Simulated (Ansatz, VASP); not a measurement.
# One calculation of AlN, two programs

```xyz
4
Lattice="3.1130 0.0000 0.0000 -1.5565 2.6959 0.0000 0.0000 0.0000 4.9810" Properties=species:S:1:pos:R:3 pbc="T T T"
Al    1.5565    0.8986    2.4905
Al    0.0000    1.7973    0.0000
N     1.5565    0.8986    4.3833
N     0.0000    1.7973    1.8928
```

Alike in both runs: task single point; functional PBE-based screened hybrid with a share of 0.3 of exact exchange and HFSCREEN = 0.2; k mesh 5 × 5 × 3; occupations fermi-dirac, width 0.05 eV; no spin polarisation.

```csv
,VASP,Ansatz
version,VASP 6.6.1,Ansatz 0.2.0
potentials or method,"VASP PAW PBE potentials, release 64 (Al, N)",Ansatz PAW
plane-wave cutoff (eV),520,420
valence electrons in the cell,16,16
```

Ansatz gave:

| Item | Value |
| --- | --- |
| gap on the k mesh at the Fermi level (eV) | 5.89 |
| least direct gap on the mesh (eV) | 5.89 |
| pressure (GPa) | -2.6 |
| traceless stress, the component that is largest in VASP (GPa) | 0.94 |
| rms of the force components (eV/Å) | 0.077 |

Question: Estimate VASP's values.

Answer: gap on the k mesh at the Fermi level (eV): 5.88; least direct gap on the mesh (eV): 5.88; pressure (GPa): -2.8; traceless stress, the component that is largest in VASP (GPa): 1.05; rms of the force components (eV/Å): 0.075.

VASP's potentials were made for PBE, not for PBE-based screened hybrid. Atom by atom the forces differ by 0.002 eV/Å (rms over components).

The k mesh is coarse, so the values compare programs but aren't converged. Noted on Ansatz's run: odd divisions of the mesh miss points on the zone boundary, where band edges often lie, so the gap on the mesh can be too wide.
